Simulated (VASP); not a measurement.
A run of VASP 6.6.1 is set up as follows.

The input INCAR:

```
  ALGO = Normal
  EDIFF = 1E-6
  ENCUT = 520
  GGA = PE
  ISIF = 2
  ISMEAR = 0
  LASPH = True
  LCHARG = False
  LREAL = False
  LWAVE = False
  NBANDS = 26
  NELM = 100
  PREC = Accurate
  SIGMA = 0.028000000000000004
```

Contents of KPOINTS:

```
k-points
0
Gamma
  11 11 11
```

Contents of POSCAR:

```
NbP
1.0
   -1.6749232544      1.6749232544      5.7401081759
    1.6749232544     -1.6749232544      5.7401081759
    1.6749232544      1.6749232544     -5.7401081759
Nb P
2 2
Direct
    0.2498808000      0.7498808000      0.5000000000
    0.4998808000      0.4998808000      0.0000000000
    0.8327477700      0.3327477700      0.5000000000
    0.0827477700      0.0827477700      0.0000000000
```

Potentials or basis: VASP PAW PBE potentials, release 64 (Nb_sv, P).

Launch:

```bash
$ cat potpaw_PBE.64/Nb_sv/POTCAR potpaw_PBE.64/P/POTCAR > POTCAR
$ mpirun -np 1 vasp_std > vasp.out
```

(1) Estimate the pressure.

(2) Predict the band gap on the k mesh.

## Answers

(1) -1.5 GPa.

(2) zero (filled and empty bands touch).
